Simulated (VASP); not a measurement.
Wanted: the native input for a VASP 6.6.1 run.

| Quantity | Value |
| --- | --- |
| Task | single point |
| Functional | LDA |
| Potentials or basis | VASP PAW LDA potentials, release 64 (Li_sv, F) |
| Cutoff | 520 eV |
| k mesh | 10 × 10 × 10 |
| Occupations | fermi-dirac, width 0.03 eV |
| Spin | no spin polarisation |
| Dipole correction | no |
| Further INCAR settings | ALGO = Normal; EDIFF = 1e-06; NBANDS = 12 |

The structure of LiF lies in POSCAR:

```
LiF
1.0
    0.0000000000      2.0004828142      2.0004828142
    2.0004828142      0.0000000000      2.0004828142
    2.0004828142      2.0004828142      0.0000000000
Li F
1 1
Direct
    0.0000000000      0.0000000000      0.0000000000
    0.5000000000      0.5000000000      0.5000000000
```

This cell differs from its parent crystal: volume scaled by 0.98.

These files were run (other wordings do the same):

INCAR

```
PREC = Accurate
ENCUT = 520
EDIFF = 1E-6
ISMEAR = -1
SIGMA = 0.03
LREAL = False
LASPH = True
NELM = 100
ALGO = Normal
ISIF = 2
LWAVE = False
LCHARG = True
LELF = True
LVHAR = True
NBANDS = 12
```

KPOINTS

```
regular mesh
0
Gamma
  10 10 10
```

Potentials or basis: VASP PAW LDA potentials, release 64 (Li_sv, F).

Run with:

```bash
$ cat potpaw_LDA.64/Li_sv/POTCAR potpaw_LDA.64/F/POTCAR > POTCAR
$ mpirun -np 1 vasp_std > vasp.out
```

It gave:

```yaml
Band_gap_on_the_k_mesh: 9.02 eV, direct
```

Run time: 3 s on 1 thread of Intel(R) Xeon(R) 6975P-C (Granite Rapids), on a shared host, peak memory 0.12 GiB.
